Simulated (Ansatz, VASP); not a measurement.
**One calculation of Sb, two programs**

INCAR

```
PREC = Accurate
ENCUT = 520
EDIFF = 1E-6
ISMEAR = -1
SIGMA = 0.05
LREAL = F
LASPH = T
NELM = 80
ALGO = Normal
ISIF = 2
LWAVE = F
LCHARG = T
GGA = RP
LELF = T
LVHAR = T
NBANDS = 8
```

Contents of KPOINTS:

```
Automatic mesh
0
Gamma
  8 8 8
```

Contents of POSCAR:

```
Sb
1.0
    3.1600000000      0.0000000000      0.0000000000
    0.0000000000      3.1600000000      0.0000000000
    0.0000000000      0.0000000000      3.1600000000
Sb
1
Direct
    0.0000000000      0.0000000000      0.0000000000
```

The input input.yaml:

```yaml
crystal:
  lattice:
    - [3.16, 0.0, 0.0]
    - [0.0, 3.16, 0.0]
    - [0.0, 0.0, 3.16]
  atoms:
    - { symbol: Sb, position: [0.0, 0.0, 0.0] }
hamiltonian:
  xc: rpbe
  pseudopotentials: { kind: paw }
kpoints:
  mp_grid: { grid: [8, 8, 8] }
  band_path:
    path:
      - [[0.0, 0.0, 0.0], [0.0, 0.5, 0.0], [0.5, 0.5, 0.0], [0.0, 0.0, 0.0], [0.5, 0.5, 0.5], [0.0, 0.5, 0.0]]
      - [[0.5, 0.5, 0.0], [0.5, 0.5, 0.5]]
    npoints: 14
scf:
  occupations: { method: fermi_dirac, width: 0.05 }
  n_extra_bands: 6
output:
  forces: true
  stress: true
  eigenvalues: true
  fatbands: false
```

Alike in both runs: functional RPBE; k mesh 8 × 8 × 8; occupations fermi-dirac, width 0.05 eV; no spin polarisation.

|  | VASP | Ansatz |
| --- | --- | --- |
| version | VASP 6.6.1 | Ansatz 0.2.0 |
| potentials or method | VASP PAW PBE potentials, release 64 (Sb) | Ansatz PAW |
| plane-wave cutoff (eV) | 520 | 420 |
| valence electrons in the cell | 5 | 15 |
| task | single point | band structure |

|  | VASP | Ansatz | Ansatz less VASP |
| --- | --- | --- | --- |
| gap on the k mesh at the Fermi level (eV) | none | none | - |
| pressure (GPa) | -1.1 | -1.0 | +0.09 |

VASP's potentials were made for PBE, not for RPBE. A gap of «none» marks a metal or a gap that the smearing closes. VASP's potentials hold 5 valence electrons a cell and Ansatz's 15, so a difference there can come from the potentials and not from the codes.

Neither program's run includes spin-orbit coupling.
